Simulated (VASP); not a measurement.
Input of a VASP 6.6.1 run:

The input INCAR:

```
PREC = Accurate ; ENCUT = 600
EDIFF = 1E-7 ; ISMEAR = 1
SIGMA = 0.05 ; LREAL = F
LASPH = T ; NELM = 80
ALGO = Normal ; ISIF = 8
LWAVE = F ; LCHARG = F
IBRION = 2 ; NSW = 80
EDIFFG = -0.03
```

Contents of KPOINTS:

```
Automatic mesh
0
Gamma
  7 7 7
```

POSCAR

```
As
1.0
    1.8808000000      1.0858800000      3.5140600000
   -1.8808000000      1.0858800000      3.5140600000
    0.0000000000     -2.1717600000      3.5140600000
As
2
Direct
    0.7740000000      0.7740000000      0.7740000000
    0.2260000000      0.2260000000      0.2260000000
```

Potentials or basis: VASP PAW LDA potentials, release 64 (As).

Command:

```bash
$ cat potpaw_LDA.64/As/POTCAR > POTCAR
$ mpirun -np 1 vasp_std > vasp.out
```

(1) What does it give for the relaxed volume?

(2) Predict the space group after relaxing (to 0.1 Å).

Results:

(1) 20.89 Å³/atom.

(2) R-3m (No. 166).
